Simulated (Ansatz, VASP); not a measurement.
GaAs in VASP and in Ansatz

File POSCAR:

```
GaAs
1.0
    0.0000000000      2.7197616916      2.7197616916
    2.7197616916      0.0000000000      2.7197616916
    2.7197616916      2.7197616916      0.0000000000
Ga As
1 1
Direct
    0.0000000000      0.0000000000      0.0000000000
    0.2500000000      0.2500000000      0.2500000000
```

Contents of INCAR.step1:

```
  ALGO = Normal
  EDIFF = 1E-4
  ENCUT = 520
  GGA = PE
  GGA_COMPAT = False
  ISMEAR = -1
  LASPH = True
  LCHARG = False
  LREAL = False
  LSORBIT = True
  LWAVE = True
  MAGMOM = 0 0 0 0 0 0
  NBANDS = 30
  NELM = 150
  PREC = Accurate
  SIGMA = 0.02
```

Contents of INCAR.step2:

```
  ALGO = Normal
  EDIFF = 1E-6
  ENCUT = 520
  GGA_COMPAT = False
  ISIF = 2
  ISMEAR = -1
  ISTART = 1
  LASPH = True
  LCHARG = True
  LMIXTAU = True
  LORBIT = 11
  LORBMOM = True
  LREAL = False
  LSORBIT = True
  LVHAR = True
  LWAVE = False
  MAGMOM = 0 0 0 0 0 0
  METAGGA = R2SCAN
  NBANDS = 30
  NELM = 150
  PREC = Accurate
  SIGMA = 0.02
```

The input KPOINTS:

```
k-points
0
Gamma
  8 8 8
```

Input for Ansatz:

```yaml
crystal:
  lattice:
    - [0.0, 2.7197616916, 2.7197616916]
    - [2.7197616916, 0.0, 2.7197616916]
    - [2.7197616916, 2.7197616916, 0.0]
  atoms:
    - { symbol: Ga, position: [0.0, 0.0, 0.0] }
    - { symbol: As, position: [0.25, 0.25, 0.25] }
kpoints:
  mp_grid: { grid: [8, 8, 8] }
  band_path:
    path:
      - [0.0, 0.0, 0.0]
      - [-0.5, -0.5, 0.0]
      - [-0.375, -0.375, 0.25]
      - [-0.375, 0.0, 0.375]
      - [0.0, 0.0, 0.5]
      - [-0.5, -0.25, 0.25]
      - [0.0, 0.442708, 0.442708]
    npoints: 1
hamiltonian:
  xc: r2scan
scf:
  occupations: { method: fermi_dirac, width: 0.02 }
  n_extra_bands: 8
magnetization:
  noncollinear: true
  spin_orbit: true
output:
  forces: true
  stress: true
  eigenvalues: true
```

Change from the starting cell: hydrostatic strain -4.0%.

Alike in both runs: task single point; functional r2SCAN; k mesh 8 × 8 × 8; occupations fermi-dirac, width 0.02 eV; non-collinear spin, spin-orbit coupling.

|  | VASP | Ansatz |
| --- | --- | --- |
| version | VASP 6.6.1 | Ansatz 0.2.0 |
| potentials or method | VASP PAW PBE potentials, release 64 (Ga_d, As) | plane waves, PAW |
| plane-wave cutoff (eV) | 520 | 500 |
| valence electrons in the cell | 18 | 28 |

```tsv
	VASP	Ansatz	Ansatz less VASP
pressure (GPa)	11.9	11.7	-0.19
```

VASP's potentials were made for PBE, not for r2SCAN. With one functional, cell and mesh, what is left measures potentials, basis and numerics. VASP's potentials hold 18 valence electrons a cell and Ansatz's 28, so a difference there can come from the potentials and not from the codes.
